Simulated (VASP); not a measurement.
# PbSe (Fm-3m) in VASP: notebook

Runs on PbSe. Level: PBE. Tasks: electric field gradients.

Everything below comes from runs of VASP 6.6.1. Logs are shortened: lines on timing, memory, paths and dates and some standing lists are left out, and cuts for length are marked.

**1. The cell of the first run**

Symmetry: Fm-3m, No. 225, cubic system. The conventional cell has a = 6.104 Å, b = 6.104 Å, c = 6.104 Å, α = 90.00°, β = 90.00°, γ = 90.00°. Pb (site symmetry m-3m) has 6 Se at 3.05 Å within 4.0 Å. Se (site symmetry m-3m) has 6 Pb at 3.05 Å within 4.0 Å.

**2. Electric field gradients, PBE (volume scaled by 0.99)**

The input, INCAR:

```
SYSTEM = PbSe
PREC     = Accurate       ! precision mode
ENCUT    = 520            ! plane-wave cutoff, eV
EDIFF    = 1E-8           ! SCF threshold, eV
ISMEAR   = -1             ! smearing method
SIGMA    = 0.01           ! smearing width, eV
LREAL    = .FALSE.        ! projectors in reciprocal space
LASPH    = .TRUE.         ! aspherical terms in the spheres
NELM     = 80             ! most SCF steps
ALGO     = Normal         ! electronic algorithm
ISIF     = 2              ! what is computed and relaxed
LWAVE    = .FALSE.        ! write WAVECAR
LCHARG   = .FALSE.        ! write CHGCAR
GGA      = PE             ! functional
LEFG     = .TRUE.       
NBANDS   = 17             ! bands
```

The input, KPOINTS:

```
regular mesh
0
G
  9 9 9
  0 0 0
```

The input, POSCAR:

```
PbSe
1.0
    0.0000000000      3.0519086191      3.0519086191
    3.0519086191      0.0000000000      3.0519086191
    3.0519086191      3.0519086191      0.0000000000
Pb Se
1 1
Direct
    0.0000000000      0.0000000000      0.0000000000
    0.5000000000      0.5000000000      0.5000000000
```

Potentials or basis: VASP PAW PBE potentials, release 64 (Pb_d, Se).

Command:

```bash
cat potpaw_PBE.64/Pb_d/POTCAR potpaw_PBE.64/Se/POTCAR > POTCAR
mpirun -np 1 vasp_std > vasp.out
```

OUTCAR:

```text
SYSTEM = PbSe
   PREC = Accurate
   ENCUT = 520
   EDIFF = 1E-8
   ISMEAR = -1
   LREAL = .FALSE.
   LASPH = .TRUE.
   NELM = 80
   ISIF = 2
   GGA = PE

 ion  position               nearest neighbor table
   1  0.000  0.000  0.000-   2 3.05   2 3.05   2 3.05   2 3.05   2 3.05   2 3.05
   2  0.500  0.500  0.500-   1 3.05   1 3.05   1 3.05   1 3.05   1 3.05   1 3.05

  LATTYP: Found a face centered cubic cell.
 ALAT       =     6.1038172382

  Lattice vectors:

 A1 = (   0.0000000000,   3.0519086191,   3.0519086191)
 A2 = (   3.0519086191,   0.0000000000,   3.0519086191)
 A3 = (   3.0519086191,   3.0519086191,   0.0000000000)

Analysis of symmetry for initial positions (statically):
=====================================================================
 Subroutine PRICEL returns:
 Original cell was already a primitive cell.

 Routine SETGRP: Setting up the symmetry group for a
 face centered cubic supercell.

 Subroutine GETGRP returns: Found 48 space group operations
 (whereof 48 operations were pure point group operations)
 out of a pool of 48 trial point group operations.

The static configuration has the point symmetry O_h .

Analysis of symmetry for dynamics (positions and initial velocities):
=====================================================================
 Subroutine PRICEL returns:
 Original cell was already a primitive cell.

 Routine SETGRP: Setting up the symmetry group for a
 face centered cubic supercell.

 Subroutine GETGRP returns: Found 48 space group operations
 (whereof 48 operations were pure point group operations)
 out of a pool of 48 trial point group operations.

The dynamic configuration has the point symmetry O_h .

 Subroutine INISYM returns: Found 48 space group operations
 (whereof 48 operations are pure point group operations),
 and found     1 'primitive' translations

----------------------------------------------------------------------------------------

                                     Primitive cell

  volume of cell :      56.8518

  direct lattice vectors                    reciprocal lattice vectors
     0.000000000  3.051908619  3.051908619    -0.163831904  0.163831904  0.163831904
     3.051908619  0.000000000  3.051908619     0.163831904 -0.163831904  0.163831904
     3.051908619  3.051908619  0.000000000     0.163831904  0.163831904 -0.163831904

  length of vectors
     4.316050560  4.316050560  4.316050560     0.283765182  0.283765182  0.283765182

  position of ions in fractional coordinates (direct lattice)
     0.000000000  0.000000000  0.000000000
     0.500000000  0.500000000  0.500000000

  ion indices of the primitive-cell ions
   primitive index   ion index
                 1           1
                 2           2

----------------------------------------------------------------------------------------

 KPOINTS: regular mesh

Automatic generation of k-mesh.
 Grid dimensions read from file:
 generate k-points for:    9    9    9

 Generating k-lattice:

  Cartesian coordinates                     Fractional coordinates (reciprocal lattice)
    -0.018203545  0.018203545  0.018203545     0.111111111  0.000000000  0.000000000
     0.018203545 -0.018203545  0.018203545     0.000000000  0.111111111  0.000000000
     0.018203545  0.018203545 -0.018203545     0.000000000  0.000000000  0.111111111

  Length of vectors
     0.031529465  0.031529465  0.031529465

  Shift w.r.t. Gamma in fractional coordinates (k-lattice)
     0.000000000  0.000000000  0.000000000

 Subroutine IBZKPT returns following result:
 ===========================================

 Found     35 irreducible k-points:

 Following reciprocal coordinates:
            Coordinates               Weight
  0.000000  0.000000  0.000000      1.000000
  0.111111  0.000000  0.000000      8.000000
  0.222222  0.000000  0.000000      8.000000
  0.333333  0.000000  0.000000      8.000000
  0.444444  0.000000  0.000000      8.000000
  0.111111  0.111111  0.000000      6.000000
[... 16 lines left out ...]
 -0.333333  0.333333  0.000000     12.000000
  0.444444  0.444444  0.000000      6.000000
 [... further k-points ...]
   k-points           NKPTS =     35   k-points in BZ     NKDIM =     35   number of bands    NBANDS=     17
   number of dos      NEDOS =    301   number of ions     NIONS =      2
   total plane-waves  NPLWV =  32768
   dimension x,y,z NGX =    32 NGY =   32 NGZ =   32
   dimension x,y,z NGXF=    64 NGYF=   64 NGZF=   64
   ions per type =               1   1
   NGX,Y,Z   is equivalent  to a cutoff of  12.33, 12.33, 12.33 a.u.
   NGXF,Y,Z  is equivalent  to a cutoff of  24.65, 24.65, 24.65 a.u.
 SYSTEM =  PbSe
   PREC   = accura    normal or accurate (medium, high low for compatibility)
   ISTART =      0    job   : 0-new  1-cont  2-samecut
   ICHARG =      2    charge: 1-file 2-atom 10-const
   ISPIN  =      1    spin polarized calculation?
   LNONCOLLINEAR =      F non collinear calculations
   LSORBIT =      F    spin-orbit coupling
   LASPH  =      T    aspherical Exc in radial PAW
   ENCUT  =  520.0 eV  38.22 Ry    6.18 a.u.   8.02  8.02  8.02*2*pi/ulx,y,z
   NELM   =     80;   NELMIN=  2; NELMDL= -5     # of ELM steps
   EDIFF  = 0.1E-07   stopping-criterion for ELM
   LREAL  =      F    real-space projection
   EDIFFG = 0.1E-06   stopping-criterion for IOM
   NSW    =      0    number of steps for IOM
   IBRION =     -1    ionic relax: 0-MD 1-quasi-New 2-CG
   NFREE  =      0    steps in history (QN), initial steepest desc. (CG)
   ISIF   =      2    stress and relaxation
   ISYM   =      2    0-nonsym 1-usesym 2-fastsym
   POTIM  = 0.5000    time-step for ionic-motion
   TEBEG  =    0.0;   TEEND  =   0.0 temperature during run
   PSTRESS=    0.0 pullay stress
   NELECT =      20.0000    total number of electrons
   NUPDOWN=      -1.0000    fix difference up-down
   EMIN   =  10.00;   EMAX   =-10.00  energy-range for DOS
   EFERMI =   0.00;   METHOD = LEGACY
   ISMEAR =    -1;   SIGMA  =   0.01  broadening in eV -4-tet -1-fermi 0-gaus
   EFERMI_NEDOS =   21; number of points for ismear=-14 and -15
   IALGO  =     38    algorithm
   IMIX   =      4    mixing-type and parameters
     AMIX     =   0.40;   BMIX     =  1.00
     AMIX_MAG =   1.60;   BMIX_MAG =  1.00
  volume/ion in A,a.u.               =      28.43       191.83
  Fermi-wavevector in a.u.,A,eV,Ry     =   1.155677  2.183914 18.171810  1.335590
  Thomas-Fermi vector in A             =   2.292304
   LORBIT       =      0    0 simple, 1 ext, 2 COOP (PROOUT), +10 PAW based schemes
   GGA     = PE    functional components
   LHFCALC =     F    Hartree Fock is set to
   AEXX    =    0.0000 exact exchange contribution
   IVDW    =     0    specifies the selected vdW correction
   LEPSILON=     F    determine dielectric tensor
   LRPA    =     F    only Hartree local field effects (RPA)
 non-spin polarized calculation
  energy-cutoff  :      520.00
  volume of cell :       56.85
 maximum number of plane-waves:      1550
   NGX = 17   NGY = 17   NGZ = 17

 number of electron      20.0000003 magnetization

 Free energy of the ion-electron system (eV)
  ---------------------------------------------------
  ext. energy  EPLUGINS =         0.00000000
  ---------------------------------------------------
  free energy    TOTEN  =        -8.17003362 eV

  energy without entropy =       -8.17003362  energy(sigma->0) =       -8.17003362

 E-fermi :   5.2550     XC(G=0):  -9.5701

 val. band max:        4.9962803577   @ k =   0.4444   0.0000   0.0000
 cond. band min:       5.6777102404   @ k =   0.4444   0.0000   0.0000
 fundamental gap:      0.6814298827
 Fermi energy:         5.2549606611

 k-point     1 :       0.0000    0.0000    0.0000
  band No.  band energies     occupation
      1     -11.6756      2.00000
      2     -11.6756      2.00000
      3     -11.6756      2.00000
      4     -11.6720      2.00000
      5     -11.6720      2.00000
      6      -8.4921      2.00000
[... 9 lines left out ...]
     16      11.6725      0.00000
     17      13.3227      0.00000

 k-point     2 :       0.1111    0.0000    0.0000
  band No.  band energies     occupation
      1     -11.6760      2.00000
      2     -11.6760      2.00000
      3     -11.6751      2.00000
      4     -11.6707      2.00000
      5     -11.6707      2.00000
      6      -8.3967      2.00000
[... 9 lines left out ...]
     16      11.9520      0.00000
     17      14.2879      0.00000

 k-point     3 :       0.2222    0.0000    0.0000
  band No.  band energies     occupation
      1     -11.6833      2.00000
      2     -11.6833      2.00000
      3     -11.6741      2.00000
      4     -11.6609      2.00000
      5     -11.6609      2.00000
      6      -8.1288      2.00000
[... 9 lines left out ...]
     16      12.6534      0.00000
     17      15.9821      0.00000

 k-point     4 :       0.3333    0.0000    0.0000
  band No.  band energies     occupation
      1     -11.6917      2.00000
      2     -11.6917      2.00000
      3     -11.6732      2.00000
      4     -11.6495      2.00000
      5     -11.6495      2.00000
      6      -7.7582      2.00000
[... 9 lines left out ...]
     16      13.7147      0.00000
     17      17.0477      0.00000
[... 343 lines left out ...]
      1     -11.7727      2.00000
      2     -11.6806      2.00000
      3     -11.6663      2.00000
      4     -11.6409      2.00000
      5     -11.6347      2.00000
      6      -7.0679      2.00000
[... 9 lines left out ...]
     16      15.6792      0.00000
     17      17.5115      0.00000

 k-point    23 :      -0.3333    0.3333    0.0000
  band No.  band energies     occupation
      1     -11.7507      2.00000
      2     -11.6761      2.00000
      3     -11.6681      2.00000
      4     -11.6501      2.00000
      5     -11.6401      2.00000
      6      -7.1016      2.00000
[... 9 lines left out ...]
     16      14.6917      0.00000
     17      16.7381      0.00000

 k-point    24 :       0.4444    0.4444    0.0000
  band No.  band energies     occupation
      1     -11.8002      2.00000
      2     -11.6938      2.00000
      3     -11.6530      2.00000
      4     -11.6309      2.00000
      5     -11.6309      2.00000
      6      -7.0815      2.00000
[... 9 lines left out ...]
     16      16.7377      0.00000
     17      17.7464      0.00000

 [... further k-points ...]
[... 5 lines left out ...]
  --------------------------------------------------------------------------------------
  -------------------------------------------------------------------------------------
  Total        1.0283146      1.0283146      1.0283146      0.0000000     -0.0000000      0.0000000
  in kB       28.9795739     28.9795739     28.9795739      0.0000000     -0.0000000      0.0000000
  external PRESSURE =      28.9795739 kB  Pullay stress =       0.0000000 kB

 VOLUME and BASIS-vectors are now :
 -----------------------------------------------------------------------------
  energy-cutoff  :      520.00
  volume of cell :       56.85
      direct lattice vectors                 reciprocal lattice vectors
     0.000000000  3.051908619  3.051908619    -0.163831904  0.163831904  0.163831904
     3.051908619  0.000000000  3.051908619     0.163831904 -0.163831904  0.163831904
     3.051908619  3.051908619  0.000000000     0.163831904  0.163831904 -0.163831904

 POSITION                                       TOTAL-FORCE (eV/Angst)
 -----------------------------------------------------------------------------------
      0.00000      0.00000      0.00000         0.000000      0.000000      0.000000
      3.05191      3.05191      3.05191        -0.000000     -0.000000     -0.000000
 -----------------------------------------------------------------------------------
    total drift:                                0.000000     -0.000000     -0.000000

  FREE ENERGIE OF THE ION-ELECTRON SYSTEM (eV)
  ---------------------------------------------------
  free  energy   TOTEN  =        -8.1700336241 eV

  energy  without entropy=       -8.1700336241  energy(sigma->0) =       -8.17003362

 Electric field gradients (V/A^2)
---------------------------------------------------------------------
 ion       V_xx      V_yy      V_zz      V_xy      V_xz      V_yz
---------------------------------------------------------------------
   1      -0.000    -0.000    -0.000     0.000     0.000     0.000
   2      -0.000    -0.000    -0.000     0.000     0.000     0.000
---------------------------------------------------------------------

 Electric field gradients after diagonalization (V/A^2)
 (convention: |V_zz| > |V_xx| > |V_yy|)
----------------------------------------------------------------------
 ion       V_xx      V_yy      V_zz     asymmetry (V_yy - V_xx)/ V_zz
----------------------------------------------------------------------
   1      -0.000    -0.000     0.000       0.000
   2      -0.000    -0.000     0.000       0.000
----------------------------------------------------------------------

           NMR quadrupolar parameters

 Cq : quadrupolar parameter    Cq=e*Q*V_zz/h
 eta: asymmetry parameters     (V_yy - V_xx)/ V_zz
 Q  : nuclear electric quadrupole moment in mb (millibarn)
----------------------------------------------------------------------
 ion       Cq(MHz)       eta       Q (mb)
----------------------------------------------------------------------
   1       0.000       0.000       1.000
   2       0.000       0.000       1.000
----------------------------------------------------------------------
```

Run time: 55 s. Hardware: 1 thread of AMD EPYC 7R13, shared host; peak memory 0.16 GiB.

Results:

```
Free energy : -8.1700 eV
Pressure    : 2.9 GPa
```

Levels at points of the mesh, in eV from the Fermi level:
```
           k point  band 8  band 9  band 10  band 11  band 12  band 13
(0.00, 0.00, 0.00)   -2.00   -2.00    -2.00     4.65     4.65     4.65
```

Caveat: this odd mesh misses L, where the gap lies, so gap, dielectric constants and Born charges aren't listed; without QUAD_EFG the Cq values of the log hold for a quadrupole moment of 1 mb, not for the nuclei; spin-orbit coupling is left out, which moves the levels of the heavy elements.

**3. Electric field gradients, PBE (volume scaled by 0.99)**

The input, INCAR:

```
  PREC = Accurate
  ENCUT = 520
  EDIFF = 1E-8
  ISMEAR = -1
  SIGMA = 0.01
  LREAL = False
  LASPH = True
  NELM = 60
  ALGO = Normal
  ISIF = 2
  LWAVE = False
  LCHARG = False
  GGA = PE
  LEFG = True
  NBANDS = 17
```

The input, KPOINTS:

```
Automatic mesh
0
Gamma
  9 9 9
```

POSCAR is that of step 2.

Potentials or basis: VASP PAW PBE potentials, release 64 (Pb_d, Se).

Command:

```bash
cat potpaw_PBE.64/Pb_d/POTCAR potpaw_PBE.64/Se/POTCAR > POTCAR
mpirun -np 1 vasp_std > vasp.out
```

OUTCAR:

```text
PREC = Accurate
   ENCUT = 520
   EDIFF = 1E-8
   ISMEAR = -1
   LREAL = False
   LASPH = True
   NELM = 60
   ISIF = 2
   GGA = PE

 ion  position               nearest neighbor table
   1  0.000  0.000  0.000-   2 3.05   2 3.05   2 3.05   2 3.05   2 3.05   2 3.05
   2  0.500  0.500  0.500-   1 3.05   1 3.05   1 3.05   1 3.05   1 3.05   1 3.05

  LATTYP: Found a face centered cubic cell.
 ALAT       =     6.1038172382

  Lattice vectors:

 A1 = (   0.0000000000,   3.0519086191,   3.0519086191)
 A2 = (   3.0519086191,   0.0000000000,   3.0519086191)
 A3 = (   3.0519086191,   3.0519086191,   0.0000000000)

Analysis of symmetry for initial positions (statically):
[... 689 lines left out ...]
  free  energy   TOTEN  =        -8.1700336241 eV

  energy  without entropy=       -8.1700336241  energy(sigma->0) =       -8.17003362

 Electric field gradients (V/A^2)
---------------------------------------------------------------------
 ion       V_xx      V_yy      V_zz      V_xy      V_xz      V_yz
---------------------------------------------------------------------
   1      -0.000    -0.000    -0.000     0.000     0.000     0.000
   2      -0.000    -0.000    -0.000     0.000     0.000     0.000
---------------------------------------------------------------------

 Electric field gradients after diagonalization (V/A^2)
 (convention: |V_zz| > |V_xx| > |V_yy|)
----------------------------------------------------------------------
 ion       V_xx      V_yy      V_zz     asymmetry (V_yy - V_xx)/ V_zz
----------------------------------------------------------------------
   1      -0.000    -0.000     0.000       0.000
   2      -0.000    -0.000     0.000       0.000
----------------------------------------------------------------------

           NMR quadrupolar parameters

 Cq : quadrupolar parameter    Cq=e*Q*V_zz/h
 eta: asymmetry parameters     (V_yy - V_xx)/ V_zz
 Q  : nuclear electric quadrupole moment in mb (millibarn)
----------------------------------------------------------------------
 ion       Cq(MHz)       eta       Q (mb)
----------------------------------------------------------------------
   1       0.000       0.000       1.000
   2       0.000       0.000       1.000
----------------------------------------------------------------------
```

stdout:

```text
POSCAR found type information on POSCAR PbSe
 POSCAR found :  2 types and       2 ions
 scaLAPACK will be used
 LDA part: xc-table for (Slater+PW92), standard interpolation
 POSCAR, INCAR and KPOINTS ok, starting setup
 FFT: planning ... GRIDC
 FFT: planning ... GRID_SOFT
 FFT: planning ... GRID
 WAVECAR not read
 entering main loop
ion   1

ion   2
```

Wall time 46 s (1 thread of AMD EPYC 7R13, shared host); peak memory 0.16 GiB.

What came out:

- Free energy: -8.1700 eV
- Pressure: 2.9 GPa

Caveat: this odd mesh misses L, where the gap lies, so gap, dielectric constants and Born charges aren't listed; without QUAD_EFG the Cq values of the log hold for a quadrupole moment of 1 mb, not for the nuclei; spin-orbit coupling is left out, which moves the levels of the heavy elements.
